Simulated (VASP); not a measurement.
Here is a VASP 6.6.1 calculation.

The input INCAR:

```
SYSTEM = Al
  PREC = Accurate
  ENCUT = 520
  EDIFF = 1E-6
  ISMEAR = 0
  SIGMA = 0.15
  LREAL = .False.
  LASPH = .True.
  NELM = 80
  ALGO = Fast
  ISIF = 2
  LWAVE = .False.
  LCHARG = .True.
  GGA = PE
  LELF = .True.
  LVHAR = .True.
  NBANDS = 8
```

File KPOINTS:

```
regular mesh
0
Gamma
  20 20 20
  0 0 0
```

File POSCAR:

```
Al
1.0
    0.0000000000      2.0543397000      2.0846994000
    2.0543397000      0.0000000000      2.0846994000
    2.0543397000      2.0543397000      0.0000000000
Al
1
Direct
    0.0000000000      0.0000000000      0.0000000000
```

Potentials or basis: VASP PAW PBE potentials, release 64 (Al).

The run is started by

```bash
$ cat potpaw_PBE.64/Al/POTCAR > POTCAR
$ mpirun -np 1 vasp_std > vasp.out
```

Predict the pressure.

-4.3 GPa.

What does it give for the band gap on the k mesh?

Zero (an odd number of electrons rules out a gap without spin polarisation).

Stress tensor (GPa, compression positive):
```
-4.14  0.00  0.00
 0.00 -4.14  0.00
 0.00  0.00 -4.66
```

Caveat: the cell differs from its parent crystal (strain +0.015 along x and y, +0.030 along z); the cell stands under tension.
